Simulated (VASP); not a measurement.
Set up this calculation in VASP 6.6.1, as the native input.

- Task: single point
- Functional: PBE
- Potentials or basis: VASP PAW PBE potentials, release 64 (Li_sv)
- Cutoff: 520 eV
- k mesh: 16 × 16 × 16
- Occupations: gaussian, width 0.1 eV
- Spin: no spin polarisation
- Dipole correction: no
- Further INCAR settings: ALGO = Fast; EDIFF = 1e-06; NBANDS = 8

The structure of Li lies in POSCAR:

```
Li
1.0
    0.0000000000      2.1612991133      2.1612991133
    2.1612991133      0.0000000000      2.1612991133
    2.1612991133      2.1612991133      0.0000000000
Li
1
Direct
    0.0000000000      0.0000000000      0.0000000000
```

One way to write it, as run:

INCAR

```
PREC = Accurate ; ENCUT = 520
EDIFF = 1E-6 ; ISMEAR = 0
SIGMA = 0.1 ; LREAL = False
LASPH = True ; NELM = 100
ALGO = Fast ; ISIF = 2
LWAVE = False ; LCHARG = True
GGA = PE ; LELF = True
LVHAR = True ; NBANDS = 8
```

KPOINTS

```
regular mesh
0
Gamma
  16 16 16
```

Potentials or basis: VASP PAW PBE potentials, release 64 (Li_sv).

The run is started by

```bash
$ cat potpaw_PBE.64/Li_sv/POTCAR > POTCAR
$ mpirun -np 1 vasp_std > vasp.out
```

Wall time 11 s on 1 thread of Intel(R) Xeon(R) 6975P-C (Granite Rapids), on a shared host, peak memory 0.13 GiB.
